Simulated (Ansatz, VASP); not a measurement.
## Two plane-wave programs on Zr

```xyz
8
Lattice="5.6950 0.0000 0.0000 0.0000 5.6950 0.0000 0.0000 0.0000 5.6950" Properties=species:S:1:pos:R:3 pbc="T T T"
Zr    5.6950    0.0000    0.0000
Zr    2.8475    2.8475    2.8475
Zr    1.4238    0.0000    2.8475
Zr    4.2713    5.6950    2.8475
Zr    2.8475    1.4238    0.0000
Zr    2.8475    4.2713    0.0000
Zr    0.0000    2.8475    1.4238
Zr    0.0000    2.8475    4.2713
```

Alike in both runs: functional PBE; k mesh 5 × 5 × 5; occupations fermi-dirac, width 0.1 eV; no spin polarisation.

Ansatz relaxed the structure, and its values are those at the end. VASP's run is a single point on that final structure, the one shown.

|  | VASP | Ansatz |
| --- | --- | --- |
| version | VASP 6.6.1 | Ansatz 0.2.0 |
| potentials or method | VASP PAW PBE potentials, release 64 (Zr_sv), cutoff 520 eV | plane waves (420 eV) with PAW, scalar-relativistic |
| valence electrons in the cell | 96 | 96 |

|  | VASP | Ansatz | Ansatz less VASP |
| --- | --- | --- | --- |
| pressure (GPa) | 0.0 | 0.0 | -0.03 |
